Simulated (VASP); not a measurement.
Here is a VASP 6.6.1 calculation.

The input INCAR:

```
PREC     = Accurate       # precision mode
ENCUT    = 520            # plane-wave cutoff, eV
EDIFF    = 1E-7           # SCF threshold, eV
ISMEAR   = -1             # smearing method
SIGMA    = 0.03           # smearing width, eV
LREAL    = False          # projectors in reciprocal space
LASPH    = True           # aspherical terms in the spheres
NELM     = 100            # most SCF steps
ALGO     = Normal         # electronic algorithm
ISIF     = 2              # what is computed and relaxed
LWAVE    = False          # write WAVECAR
LCHARG   = False          # write CHGCAR
GGA      = PS             # functional
NBANDS   = 25             # bands
```

The input KPOINTS:

```
regular mesh
0
Gamma
  6 6 6
```

Contents of POSCAR:

```
ScAgTe2
1.0
    2.0766214778      1.1989379692      6.8422632125
   -2.0766214778      1.1989379692      6.8422632125
    0.0000000000     -2.3978759384      6.8422632125
Ag Sc Te
1 1 2
Direct
    1.0000000000      0.0000000000      0.0000000000
    0.5000000000      0.5000000000      0.5000000000
    0.2484319571      0.2484319571      0.2484319571
    0.7515680429      0.7515680429      0.7515680429
```

Potentials or basis: VASP PAW PBE potentials, release 64 (Ag, Sc_sv, Te).

Launch:

```console
$ cat potpaw_PBE.64/Ag/POTCAR potpaw_PBE.64/Sc_sv/POTCAR potpaw_PBE.64/Te/POTCAR > POTCAR
$ mpirun -np 1 vasp_std > vasp.out
```

Estimate the band gap on the k mesh.

0.10 eV (least direct gap 0.70 eV).

What does it give for the pressure?

0.1 GPa.

Forces in eV/Å, atoms in the order of the input:
```
Ag   0.000  0.000  0.000
Sc   0.000  0.000  0.000
Te   0.000  0.000  0.022
Te   0.000  0.000 -0.022
```

Caveat: the PAW data sets were made with another functional, which shifts forces and pressure a little; spin-orbit coupling is left out, which moves the levels of the heavy elements. A k mesh can miss the band edges.
